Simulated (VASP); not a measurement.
# Sn (Fd-3m) in VASP: further runs

Aim: see how the results for Sn move with the level of theory and the settings. Levels: PBE, PBEsol. Tasks: single point.

Everything below comes from runs of VASP 6.6.1. Logs are shortened: lines on timing, memory, paths and dates and some standing lists are left out, and cuts for length are marked.

**1. The cell of the first run**

Symmetry: Fd-3m, No. 227, cubic system. The conventional cell has a = 6.467 Å, b = 6.467 Å, c = 6.467 Å, α = 90.00°, β = 90.00°, γ = 90.00°. Sn (site symmetry -43m) has 4 Sn at 2.80 Å within 3.7 Å.

**2. Single point, PBE**

INCAR reads:

```
SYSTEM = Sn
PREC     = Accurate       ! precision mode
ENCUT    = 500            ! plane-wave cutoff, eV
EDIFF    = 1E-6           ! SCF threshold, eV
ISMEAR   = -1             ! smearing method
SIGMA    = 0.03           ! smearing width, eV
LREAL    = .FALSE.        ! projectors in reciprocal space
LASPH    = .TRUE.         ! aspherical terms in the spheres
NELM     = 120            ! most SCF steps
ALGO     = Normal         ! electronic algorithm
ISIF     = 2              ! what is computed and relaxed
LWAVE    = .FALSE.        ! write WAVECAR
LCHARG   = .FALSE.        ! write CHGCAR
GGA      = PE             ! functional
NBANDS   = 21             ! bands
GGA_COMPAT= .FALSE.
```

KPOINTS reads:

```
Automatic mesh
0
G
  5 5 5
  0 0 0
```

POSCAR reads:

```
Sn
1.0
    0.0000000000      3.2333428000      3.2333428000
    3.2333428000      0.0000000000      3.2333428000
    3.2333428000      3.2333428000      0.0000000000
Sn
2
Direct
    0.7500000000      0.7500000000      0.7500000000
    0.5000000000      0.5000000000      0.5000000000
```

Potentials or basis: VASP PAW PBE potentials, release 64 (Sn_d).

Started as:

```bash
$ cat potpaw_PBE.64/Sn_d/POTCAR > POTCAR
$ mpirun -np 1 vasp_std > vasp.out
```

OUTCAR:

```text
SYSTEM = Sn
   PREC = Accurate
   ENCUT = 500
   EDIFF = 1E-6
   ISMEAR = -1
   LREAL = .FALSE.
   LASPH = .TRUE.
   NELM = 120
   ISIF = 2
   GGA = PE

 ion  position               nearest neighbor table
   1  0.750  0.750  0.750-   2 2.80   2 2.80   2 2.80   2 2.80
   2  0.500  0.500  0.500-   1 2.80   1 2.80   1 2.80   1 2.80

  LATTYP: Found a face centered cubic cell.
 ALAT       =     6.4666856000

  Lattice vectors:

 A1 = (   0.0000000000,   3.2333428000,   3.2333428000)
 A2 = (   3.2333428000,   0.0000000000,   3.2333428000)
 A3 = (   3.2333428000,   3.2333428000,   0.0000000000)

Analysis of symmetry for initial positions (statically):
=====================================================================
 Subroutine PRICEL returns:
 Original cell was already a primitive cell.

 Routine SETGRP: Setting up the symmetry group for a
 face centered cubic supercell.

 Subroutine GETGRP returns: Found 48 space group operations
 (whereof 24 operations were pure point group operations)
 out of a pool of 48 trial point group operations.

The static configuration has the point symmetry T_d .
 The point group associated with its full space group is O_h .

Analysis of symmetry for dynamics (positions and initial velocities):
=====================================================================
 Subroutine PRICEL returns:
 Original cell was already a primitive cell.

 Routine SETGRP: Setting up the symmetry group for a
 face centered cubic supercell.

 Subroutine GETGRP returns: Found 48 space group operations
 (whereof 24 operations were pure point group operations)
 out of a pool of 48 trial point group operations.

The dynamic configuration has the point symmetry T_d .
 The point group associated with its full space group is O_h .

 Subroutine INISYM returns: Found 48 space group operations
 (whereof 24 operations are pure point group operations),
 and found     1 'primitive' translations

----------------------------------------------------------------------------------------

                                     Primitive cell

  volume of cell :      67.6060

  direct lattice vectors                    reciprocal lattice vectors
     0.000000000  3.233342800  3.233342800    -0.154638723  0.154638723  0.154638723
     3.233342800  0.000000000  3.233342800     0.154638723 -0.154638723  0.154638723
     3.233342800  3.233342800  0.000000000     0.154638723  0.154638723 -0.154638723

  length of vectors
     4.572637240  4.572637240  4.572637240     0.267842124  0.267842124  0.267842124

  position of ions in fractional coordinates (direct lattice)
     0.750000000  0.750000000  0.750000000
     0.500000000  0.500000000  0.500000000

  ion indices of the primitive-cell ions
   primitive index   ion index
                 1           1
                 2           2

----------------------------------------------------------------------------------------

 KPOINTS: Automatic mesh

Automatic generation of k-mesh.
 Grid dimensions read from file:
 generate k-points for:    5    5    5

 Generating k-lattice:

  Cartesian coordinates                     Fractional coordinates (reciprocal lattice)
    -0.030927745  0.030927745  0.030927745     0.200000000  0.000000000  0.000000000
     0.030927745 -0.030927745  0.030927745     0.000000000  0.200000000  0.000000000
     0.030927745  0.030927745 -0.030927745     0.000000000  0.000000000  0.200000000

  Length of vectors
     0.053568425  0.053568425  0.053568425

  Shift w.r.t. Gamma in fractional coordinates (k-lattice)
     0.000000000  0.000000000  0.000000000

 Subroutine IBZKPT returns following result:
 ===========================================

 Found     10 irreducible k-points:

 Following reciprocal coordinates:
            Coordinates               Weight
  0.000000  0.000000  0.000000      1.000000
  0.200000  0.000000  0.000000      8.000000
  0.400000  0.000000  0.000000      8.000000
  0.200000  0.200000  0.000000      6.000000
  0.400000  0.200000  0.000000     24.000000
 -0.400000  0.200000  0.000000     24.000000
 -0.200000  0.200000  0.000000     12.000000
  0.400000  0.400000  0.000000      6.000000
 -0.400000  0.400000  0.000000     12.000000
 -0.400000  0.400000  0.200000     24.000000
   k-points           NKPTS =     10   k-points in BZ     NKDIM =     10   number of bands    NBANDS=     21
   number of dos      NEDOS =    301   number of ions     NIONS =      2
   total plane-waves  NPLWV =  46656
   dimension x,y,z NGX =    36 NGY =   36 NGZ =   36
   dimension x,y,z NGXF=    72 NGYF=   72 NGZF=   72
   ions per type =               2
   NGX,Y,Z   is equivalent  to a cutoff of  13.09, 13.09, 13.09 a.u.
   NGXF,Y,Z  is equivalent  to a cutoff of  26.18, 26.18, 26.18 a.u.
 SYSTEM =  Sn
   PREC   = accura    normal or accurate (medium, high low for compatibility)
   ISTART =      0    job   : 0-new  1-cont  2-samecut
   ICHARG =      2    charge: 1-file 2-atom 10-const
   ISPIN  =      1    spin polarized calculation?
   LNONCOLLINEAR =      F non collinear calculations
   LSORBIT =      F    spin-orbit coupling
   LASPH  =      T    aspherical Exc in radial PAW
   ENCUT  =  500.0 eV  36.75 Ry    6.06 a.u.   8.34  8.34  8.34*2*pi/ulx,y,z
   NELM   =    120;   NELMIN=  2; NELMDL= -5     # of ELM steps
   EDIFF  = 0.1E-05   stopping-criterion for ELM
   LREAL  =      F    real-space projection
   EDIFFG = 0.1E-04   stopping-criterion for IOM
   NSW    =      0    number of steps for IOM
   IBRION =     -1    ionic relax: 0-MD 1-quasi-New 2-CG
   NFREE  =      0    steps in history (QN), initial steepest desc. (CG)
   ISIF   =      2    stress and relaxation
   ISYM   =      2    0-nonsym 1-usesym 2-fastsym
   POTIM  = 0.5000    time-step for ionic-motion
   TEBEG  =    0.0;   TEEND  =   0.0 temperature during run
   PSTRESS=    0.0 pullay stress
   NELECT =      28.0000    total number of electrons
   NUPDOWN=      -1.0000    fix difference up-down
   EMIN   =  10.00;   EMAX   =-10.00  energy-range for DOS
   EFERMI =   0.00;   METHOD = LEGACY
   ISMEAR =    -1;   SIGMA  =   0.03  broadening in eV -4-tet -1-fermi 0-gaus
   EFERMI_NEDOS =   21; number of points for ismear=-14 and -15
   IALGO  =     38    algorithm
   IMIX   =      4    mixing-type and parameters
     AMIX     =   0.40;   BMIX     =  1.00
     AMIX_MAG =   1.60;   BMIX_MAG =  1.00
  volume/ion in A,a.u.               =      33.80       228.11
  Fermi-wavevector in a.u.,A,eV,Ry     =   1.220298  2.306028 20.260793  1.489126
  Thomas-Fermi vector in A             =   2.355520
   LORBIT       =      0    0 simple, 1 ext, 2 COOP (PROOUT), +10 PAW based schemes
   GGA     = PE    functional components
   LHFCALC =     F    Hartree Fock is set to
   AEXX    =    0.0000 exact exchange contribution
   IVDW    =     0    specifies the selected vdW correction
   LEPSILON=     F    determine dielectric tensor
   LRPA    =     F    only Hartree local field effects (RPA)
 non-spin polarized calculation
  energy-cutoff  :      500.00
  volume of cell :       67.61
 maximum number of plane-waves:      1759
 NGX is ok and might be reduce to    36
   NGX = 17   NGY = 17   NGZ = 17

 number of electron      28.0000008 magnetization

 Free energy of the ion-electron system (eV)
  ---------------------------------------------------
  ext. energy  EPLUGINS =         0.00000000
  ---------------------------------------------------
  free energy    TOTEN  =        -7.54775092 eV

  energy without entropy =       -7.54525438  energy(sigma->0) =       -7.54650265

 E-fermi :   5.8023     XC(G=0):  -8.9104

 val. band max:        5.2732540280   @ k =   0.2000   0.0000   0.0000
 cond. band min:       5.8450922146   @ k =   0.4000   0.0000   0.0000
 fundamental gap:      0.5718381866
 Fermi energy:         5.8023122813

 k-point     1 :       0.0000    0.0000    0.0000
  band No.  band energies     occupation
      1     -15.9302      2.00000
      2     -15.9302      2.00000
      3     -15.9302      2.00000
      4     -15.8695      2.00000
      5     -15.8695      2.00000
      6     -15.5515      2.00000
[... 13 lines left out ...]
     20      13.7477      0.00000
     21      13.7477      0.00000

 k-point     2 :       0.2000    0.0000    0.0000
  band No.  band energies     occupation
      1     -15.9511      2.00000
      2     -15.9511      2.00000
      3     -15.9211      2.00000
      4     -15.8381      2.00000
      5     -15.8381      2.00000
      6     -15.5881      2.00000
[... 13 lines left out ...]
     20      12.6118      0.00000
     21      12.6118      0.00000

 k-point     3 :       0.4000    0.0000    0.0000
  band No.  band energies     occupation
      1     -15.9659      2.00000
      2     -15.9659      2.00000
      3     -15.9057      2.00000
      4     -15.8102      2.00000
      5     -15.8102      2.00000
      6     -15.6101      2.00000
[... 13 lines left out ...]
     20      13.7524      0.00000
     21      13.7524      0.00000

 k-point     4 :       0.2000    0.2000    0.0000
  band No.  band energies     occupation
      1     -15.9503      2.00000
      2     -15.9503      2.00000
      3     -15.9387      2.00000
      4     -15.8375      2.00000
      5     -15.7993      2.00000
      6     -15.6513      2.00000
[... 13 lines left out ...]
     20      12.9381      0.00000
     21      14.1929      0.00000

 k-point     5 :       0.4000    0.2000    0.0000
  band No.  band energies     occupation
      1     -15.9841      2.00000
      2     -15.9680      2.00000
      3     -15.8968      2.00000
      4     -15.7992      2.00000
      5     -15.7592      2.00000
      6     -15.6912      2.00000
[... 13 lines left out ...]
     20      13.9992      0.00000
     21      14.7617      0.00000

 k-point     6 :      -0.4000    0.2000    0.0000
  band No.  band energies     occupation
      1     -15.9967      2.00000
      2     -15.9781      2.00000
      3     -15.8610      2.00000
      4     -15.7812      2.00000
      5     -15.7691      2.00000
      6     -15.6583      2.00000
[... 13 lines left out ...]
     20      13.4277      0.00000
     21      14.2147      0.00000

 k-point     7 :      -0.2000    0.2000    0.0000
  band No.  band energies     occupation
      1     -15.9740      2.00000
      2     -15.9726      2.00000
      3     -15.8892      2.00000
      4     -15.8218      2.00000
      5     -15.7897      2.00000
      6     -15.6381      2.00000
[... 13 lines left out ...]
     20      13.6034      0.00000
     21      14.1420      0.00000

 k-point     8 :       0.4000    0.4000    0.0000
  band No.  band energies     occupation
      1     -15.9785      2.00000
      2     -15.9785      2.00000
      3     -15.8930      2.00000
      4     -15.7848      2.00000
      5     -15.7542      2.00000
      6     -15.6778      2.00000
[... 13 lines left out ...]
     20      15.5425      0.00000
     21      15.8634      0.00000

 k-point     9 :      -0.4000    0.4000    0.0000
  band No.  band energies     occupation
      1     -16.0020      2.00000
      2     -15.9834      2.00000
      3     -15.8436      2.00000
      4     -15.7835      2.00000
      5     -15.7144      2.00000
      6     -15.6962      2.00000
[... 13 lines left out ...]
     20      14.2761      0.00000
     21      16.5345      0.00000

 k-point    10 :      -0.4000    0.4000    0.2000
  band No.  band energies     occupation
      1     -15.9997      2.00000
      2     -15.9916      2.00000
      3     -15.8365      2.00000
      4     -15.7572      2.00000
      5     -15.7396      2.00000
      6     -15.7091      2.00000
[... 13 lines left out ...]
     20      14.2882      0.00000
     21      16.3132      0.00000

------------------------ aborting loop because EDIFF is reached ----------------------------------------

  FORCE on cell =-STRESS in cart. coord.  units (eV):
  Direction    XX          YY          ZZ          XY          YZ          ZX
  --------------------------------------------------------------------------------------
  -------------------------------------------------------------------------------------
  Total        1.6772036      1.6772036      1.6772036     -0.0000000      0.0000000     -0.0000000
  in kB       39.7476201     39.7476201     39.7476201     -0.0000000      0.0000000     -0.0000000
  external PRESSURE =      39.7476201 kB  Pullay stress =       0.0000000 kB

 VOLUME and BASIS-vectors are now :
 -----------------------------------------------------------------------------
  energy-cutoff  :      500.00
  volume of cell :       67.61
      direct lattice vectors                 reciprocal lattice vectors
     0.000000000  3.233342800  3.233342800    -0.154638723  0.154638723  0.154638723
     3.233342800  0.000000000  3.233342800     0.154638723 -0.154638723  0.154638723
     3.233342800  3.233342800  0.000000000     0.154638723  0.154638723 -0.154638723

 POSITION                                       TOTAL-FORCE (eV/Angst)
 -----------------------------------------------------------------------------------
      4.85001      4.85001      4.85001        -0.000000     -0.000000     -0.000000
      3.23334      3.23334      3.23334         0.000000      0.000000      0.000000
 -----------------------------------------------------------------------------------
    total drift:                                0.000000      0.000000      0.000000

  FREE ENERGIE OF THE ION-ELECTRON SYSTEM (eV)
  ---------------------------------------------------
  free  energy   TOTEN  =        -7.5477509232 eV

  energy  without entropy=       -7.5452543774  energy(sigma->0) =       -7.54650265
```

It took 14 s on 1 thread of Intel Xeon Platinum 8488C (Sapphire Rapids), shared host; peak memory 0.2 GiB.

What came out:

* Free energy: -7.5478 eV
* Pressure: 4.0 GPa
* Band gap on the k mesh: zero (band 14 reaches 5.85 eV, above the bottom of band 15 at 5.85 eV)

Levels at points of the mesh, in eV from the Fermi level:
```tsv
k point	band 11	band 12	band 13	band 14	band 15	band 16	band 17	band 18
(0.00, 0.00, 0.00)	-10.71	-0.60	0.05	0.05	0.05	2.12	2.12	2.12
```

Caveat: spin-orbit coupling is left out, which moves the levels of the heavy elements.

**3. Single point, PBEsol**

This run uses another cell than the first one, of 25.19 Å³/atom, 0.745 times its volume.

INCAR reads:

```
ALGO = Normal
EDIFF = 1E-6
ENCUT = 520
GGA = PS
ISIF = 2
ISMEAR = -1
LASPH = True
LCHARG = True
LELF = True
LREAL = False
LVHAR = True
LWAVE = False
NBANDS = 21
NELM = 100
PREC = Accurate
SIGMA = 0.05
```

KPOINTS reads:

```
k-points
0
Gamma
  7 7 7
```

POSCAR reads:

```
Sn
1.0
    0.0000000000      2.9313715089      2.9313715089
    2.9313715089      0.0000000000      2.9313715089
    2.9313715089      2.9313715089      0.0000000000
Sn
2
Direct
    0.7500000000      0.7500000000      0.7500000000
    0.5000000000      0.5000000000      0.5000000000
```

Potentials or basis: VASP PAW PBE potentials, release 64 (Sn_d).

Started as:

```bash
$ cat potpaw_PBE.64/Sn_d/POTCAR > POTCAR
$ mpirun -np 1 vasp_std > vasp.out
```

Wall time 20 s (1 thread of Intel Xeon 6975P-C, shared host); peak memory 0.17 GiB.

The run converged. Its results:

```yaml
Free_energy: -7.1141 eV
Pressure: 29.9 GPa
Band_gap_on_the_k_mesh: zero (band 14 reaches 9.46 eV, above the bottom of band 15 at 9.43 eV)
```

Levels at points of the mesh, in eV from the Fermi level:
| k point | band 10 | band 11 | band 12 | band 13 | band 14 | band 15 | band 16 | band 17 | band 18 | band 19 |
| --- | --- | --- | --- | --- | --- | --- | --- | --- | --- | --- |
| (0.00, 0.00, 0.00) | -21.80 | -13.18 | 0.05 | 0.05 | 0.05 | 1.53 | 2.03 | 2.03 | 2.03 | 4.87 |

Caveat: the PAW data sets were made with another functional, which shifts forces and pressure a little; spin-orbit coupling is left out, which moves the levels of the heavy elements.
